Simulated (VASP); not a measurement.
## Ti: relaxation of cell and atoms with PBE

The system is Ti.

```xyz
2
Lattice="1.8132 1.0469 3.1567 -1.8132 1.0469 3.1567 0.0000 -2.0937 3.1567" Properties=species:S:1:pos:R:3 pbc="T T T"
Ti    0.0000    0.0000    2.2126
Ti    0.0000    0.0000    7.2574
```

```
Program                : VASP 6.6.1
Task                   : relaxation of cell and atoms
Functional             : PBE
Potentials or basis    : VASP PAW PBE potentials, release 64 (Ti_sv)
Cutoff                 : 600 eV
k mesh                 : 6 × 6 × 6
Occupations            : gaussian, width 0.1 eV
Spin                   : no spin polarisation
Dipole correction      : no
Further INCAR settings : ALGO = Normal; EDIFF = 1e-06; IBRION = 2; EDIFFG = -0.04; NSW = 90; ISIF = 3
```

The relaxed volume is 17.32 Å³/atom and the relaxed cell is a = 5.020 Å, b = 5.020 Å, c = 5.020 Å, α = 33.67°, β = 33.67°, γ = 33.67°. The space group after relaxing (to 0.05 Å) is Fm-3m (No. 225). The energy gained by relaxing is 940.3 meV/atom and the ionic steps are 32. The pressure after relaxing is 0.2 GPa and the band gap on the k mesh is zero (band 12 reaches 9.01 eV, above the bottom of band 13 at 8.08 eV).

Stress tensor (GPa, compression positive):
```
0.32 0.00 0.00
0.00 0.32 0.00
0.00 0.00 0.07
```

Step by step:
```tsv
step	energy change (eV)	largest force (eV/Å)	pressure (GPa)	volume (Å³)
1	0.0000	2.3902	1.93	35.95
2	-0.3648	0.7630	-0.44	37.09
3	-0.3878	0.1175	-1.41	37.55
4	-0.3900	0.0958	-1.19	37.44
5	-0.4306	0.1662	0.10	36.71
6	-0.5576	1.1591	4.25	34.42
7	-0.4940	3.6118	23.89	29.47
8	-0.6071	2.1666	9.45	32.61
9	-0.6065	2.7522	15.09	31.15
10	-0.6083	2.7641	15.19	31.13
11	-0.6132	2.8011	15.44	31.07
12	-0.6217	2.8772	16.00	30.94
13	-0.6329	3.0384	17.45	30.67
14	-0.6261	3.4095	20.42	30.11
15	-0.6341	3.2178	18.72	30.40
16	-0.6509	3.1872	18.58	30.44
17	-0.7002	3.0964	18.07	30.54
18	-0.7940	2.9208	16.88	30.76
19	-0.9671	2.6887	15.26	31.18
20	-1.2970	2.1113	12.17	31.97
21	-1.7424	0.7519	5.51	33.39
22	-1.7615	0.0393	-3.27	35.56
23	-1.8672	0.1507	0.04	34.72
24	-1.8722	0.1886	1.08	34.46
25	-1.8724	0.1801	0.83	34.53
26	-1.8738	0.1678	0.65	34.59
27	-1.8755	0.1403	0.00	34.76
28	-1.8763	0.1304	0.05	34.77
29	-1.8781	0.1020	-0.03	34.79
30	-1.8801	0.0409	-0.35	34.85
31	-1.8802	0.0178	-0.38	34.86
32	-1.8807	0.0009	0.24	34.64
```

Final structure:
```cif
data_structure
_symmetry_space_group_name_H-M 'P 1'
_symmetry_Int_Tables_number 1
_cell_length_a 5.0199
_cell_length_b 5.0199
_cell_length_c 5.0199
_cell_angle_alpha 33.672
_cell_angle_beta 33.672
_cell_angle_gamma 33.672
_cell_volume 34.64
loop_
_atom_site_label
_atom_site_type_symbol
_atom_site_fract_x
_atom_site_fract_y
_atom_site_fract_z
_atom_site_occupancy
Ti1 Ti 0.24999 0.24999 0.24999 1
Ti2 Ti 0.75001 0.75001 0.75001 1
```

Levels at points of the mesh, in eV from the Fermi level:
```tsv
k point	band 9	band 10	band 11	band 12	band 13	band 14	band 15	band 16
(0.00, 0.00, 0.00)	-6.07	-2.57	0.68	0.77	0.77	0.88	0.88	0.90
(0.50, 0.00, 0.00)	-1.83	-1.83	-0.99	-0.99	0.41	0.41	1.97	1.97
(0.50, 0.50, 0.00)	-2.57	-2.56	-1.70	0.64	0.75	0.80	2.87	3.60
(0.50, 0.50, 0.50)	-4.27	-4.27	0.10	0.10	1.15	1.15	1.15	1.15
```

Run time: 8.1 min on 1 thread of Intel(R) Xeon(R) Platinum 8488C (Sapphire Rapids), on a shared host, peak memory 0.18 GiB.
